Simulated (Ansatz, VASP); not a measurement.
# One calculation of Sb, two programs

The input POSCAR:

```
Sb
1.0
    0.0000000000     -2.3712425200     -2.3712425200
   -2.3712425200      0.0000000000     -2.3712425200
    2.3712425200      2.3712425200     -4.7424850400
Sb
2
Direct
    0.4898204400      0.4577360300      0.5601456900
    0.0101795600      0.0422639700      0.9398543100
```

File INCAR.step1:

```
PREC = Accurate ; ENCUT = 520
ISMEAR = -1 ; SIGMA = 0.05
LREAL = False ; LASPH = True
NELM = 100 ; NBANDS = 12
GGA = PE ; ALGO = Normal
EDIFF = 1E-4 ; LWAVE = True
LCHARG = False
```

Contents of INCAR.step2:

```
PREC = Accurate ; ENCUT = 520
EDIFF = 1E-7 ; ISMEAR = -1
SIGMA = 0.05 ; LREAL = False
LASPH = True ; NELM = 100
ALGO = Normal ; ISIF = 2
LWAVE = False ; LCHARG = False
METAGGA = R2SCAN ; LMIXTAU = True
NBANDS = 12 ; ISTART = 1
```

Contents of KPOINTS:

```
regular mesh
0
Gamma
  9 9 5
```

Contents of input.yaml:

```yaml
crystal:
  lattice:
    - [0.0, -2.37124252, -2.37124252]
    - [-2.37124252, 0.0, -2.37124252]
    - [2.37124252, 2.37124252, -4.74248504]
  atoms:
    - { symbol: Sb, position: [0.48982044, 0.45773603, 0.56014569] }
    - { symbol: Sb, position: [0.01017956, 0.04226397, 0.93985431] }
hamiltonian:
  xc: r2scan
  pseudopotentials: { kind: paw }
kpoints:
  mp_grid: { grid: [9, 9, 5] }
  band_path:
    path:
      - [[0.0, 0.0, 0.0], [0.0, -0.5, 0.0], [0.375, -0.3125, 0.1875]]
      - [[0.3125, -0.3125, 0.5], [0.0, 0.0, 0.5], [0.0, 0.0, 0.0], [0.34375, -0.34375, 0.0]]
      - [[0.34375, -0.3125, 0.34375], [0.5, 0.0, 0.5], [0.46875, 0.0, 0.65625], [0.0, 0.0, 0.5]]
      - [[0.0, -0.5, 0.0], [0.0, -0.46875, 0.34375]]
    npoints: 14
scf:
  occupations: { method: fermi_dirac, width: 0.05 }
  n_extra_bands: 6
output:
  forces: true
  stress: true
  eigenvalues: true
  fatbands: false
```

Alike in both runs: functional r2SCAN; k mesh 9 × 9 × 5; occupations fermi-dirac, width 0.05 eV; no spin polarisation.

|  | VASP | Ansatz |
| --- | --- | --- |
| version | VASP 6.6.1 | Ansatz 0.2.0 |
| potentials or method | VASP PAW PBE potentials, release 64 (Sb) | Ansatz PAW |
| plane-wave cutoff (eV) | 520 | 500 |
| valence electrons in the cell | 10 | 30 |
| task | single point | band structure |

Ansatz gave:

```
gap on the k mesh at the Fermi level (eV)                     : none
pressure (GPa)                                                : 12.5
traceless stress, the component that is largest in VASP (GPa) : 2.62
rms of the force components (eV/Å)                            : 0.884
```

Estimate VASP's values.

gap on the k mesh at the Fermi level (eV): none; pressure (GPa): 12.8; traceless stress, the component that is largest in VASP (GPa): 2.61; rms of the force components (eV/Å): 0.935.

VASP's potentials were made for PBE, not for r2SCAN. Atom by atom the forces differ by 0.051 eV/Å (rms over components). A gap of «none» marks a metal or a gap that the smearing closes. With one functional, cell and mesh, what is left measures potentials, basis and numerics. VASP's potentials hold 10 valence electrons a cell and Ansatz's 30, so a difference there can come from the potentials and not from the codes.

Neither program's run includes spin-orbit coupling.
